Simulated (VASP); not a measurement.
H, 4 atoms in the cell. It takes space group I4/mmm (No. 139, tetragonal). The conventional cell has a = 3.858 Å, b = 3.858 Å, c = 4.449 Å, α = 90.00°, β = 90.00°, γ = 90.00°. H (site symmetry 4mm) has 1 H at 0.75 Å within 1.0 Å.  This cell differs from its parent crystal: biaxial strain in the a-b plane: +4.0 %, then relaxed in part.

* Program: VASP 6.6.1
* Task: single point
* Functional: PBE
* Potentials or basis: VASP PAW PBE potentials, release 64 (H)
* Cutoff: 520 eV
* k mesh: 6 × 6 × 6
* Occupations: gaussian, width 0.02 eV
* Spin: no spin polarisation
* Dipole correction: no
* Further INCAR settings: ALGO = Normal; EDIFF = 1e-06; NBANDS = 10

Potentials or basis: VASP PAW PBE potentials, release 64 (H).

Run with:

```sh
$ cat potpaw_PBE.64/H/POTCAR > POTCAR
$ mpirun -np 1 vasp_std > vasp.out
```

Hardware: 1 thread of Intel Xeon 8259CL (shared host).

Q: How long does it take, and how much memory?

A: Wall time 33 s on 1 thread of Intel Xeon 8259CL (shared host), peak memory 0.17 GiB. Counts: scf iterations 12, k points 40.
